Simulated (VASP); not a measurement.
Write the native input for VASP 6.6.1 that does the following.

| Property | Result |
| --- | --- |
| Task | electric field gradients |
| Functional | PBEsol |
| Potentials or basis | VASP PAW PBE potentials, release 64 (Hf_pv) |
| Cutoff | 520 eV |
| k mesh | 14 × 14 × 14 |
| Occupations | fermi-dirac, width 0.05 eV |
| Spin | no spin polarisation |
| Dipole correction | no |
| Further INCAR settings | ALGO = Normal; EDIFF = 1e-08; NBANDS = 11 |

The structure of Hf lies in POSCAR:

```
Hf
1.0
   -1.8287527239      1.8287527239      1.8287527239
    1.8287527239     -1.8287527239      1.8287527239
    1.8287527239      1.8287527239     -1.8287527239
Hf
1
Direct
    0.0000000000      0.0000000000      0.0000000000
```

This cell differs from its parent crystal: volume scaled by 1.04.

The input as run:

INCAR

```
SYSTEM = Hf
ALGO = Normal
EDIFF = 1E-8
ENCUT = 520
GGA = PS
ISIF = 2
ISMEAR = -1
LASPH = .True.
LCHARG = .False.
LEFG = .True.
LREAL = .False.
LWAVE = .False.
NBANDS = 11
NELM = 60
PREC = Accurate
SIGMA = 0.05
```

KPOINTS

```
k-points
0
Gamma
  14 14 14
  0 0 0
```

Potentials or basis: VASP PAW PBE potentials, release 64 (Hf_pv).

Command:

```console
$ cat potpaw_PBE.64/Hf_pv/POTCAR > POTCAR
$ mpirun -np 1 vasp_std > vasp.out
```

Results of the run:

| Property | Result |
| --- | --- |
| Pressure | -12.1 GPa |
| Band gap on the k mesh | zero (band 5 reaches 5.27 eV, above the bottom of band 6 at 3.15 eV) |

Caveat: without QUAD_EFG the Cq values of the log hold for a quadrupole moment of 1 mb, not for the nuclei; the PAW data sets were made with another functional, which shifts forces and pressure a little; spin-orbit coupling is left out, which moves the levels of the heavy elements.

Wall time 14 s on 1 thread of Intel(R) Xeon(R) Platinum 8488C (Sapphire Rapids), with other jobs on the host, peak memory 0.15 GiB.
